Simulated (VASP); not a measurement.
Crystal: Li2Se.

```
Li Se
1.0
     0.00000    3.04256    3.04256
     3.04256    0.00000    3.04256
     3.04256    3.04256    0.00000
Li Se
2 1
Direct
  0.25000 0.25000 0.25000
  0.75000 0.75000 0.75000
  0.00000 0.00000 0.00000
```

Base run:

| Quantity | Value |
| --- | --- |
| Program | VASP 6.6.1 |
| Functional | LDA |
| Potentials or basis | VASP PAW LDA potentials, release 64 (Li_sv, Se) |
| Cutoff | 750 eV |
| k mesh | 5 × 5 × 5 |
| Occupations | fermi-dirac, width 0.1 eV |
| Spin | no spin polarisation |

Its results: band gap on the k mesh 3.04 eV, direct; pressure -3.6 GPa.

Task: The run is repeated on the same cell with these changes: functional from LDA to r2SCAN; potentials or basis from VASP PAW LDA potentials, release 64 (Li_sv, Se) to VASP PAW PBE potentials, release 64 (Li_sv, Se); cutoff from 750 eV to 830 eV. What comes out?

Result: Band gap on the k mesh 3.75 eV, indirect (least direct gap 3.95 eV); pressure -1.8 GPa.

Caveats: the PAW data sets were made with another functional, which shifts forces and pressure a little (some runs).

A k mesh can miss the band edges.
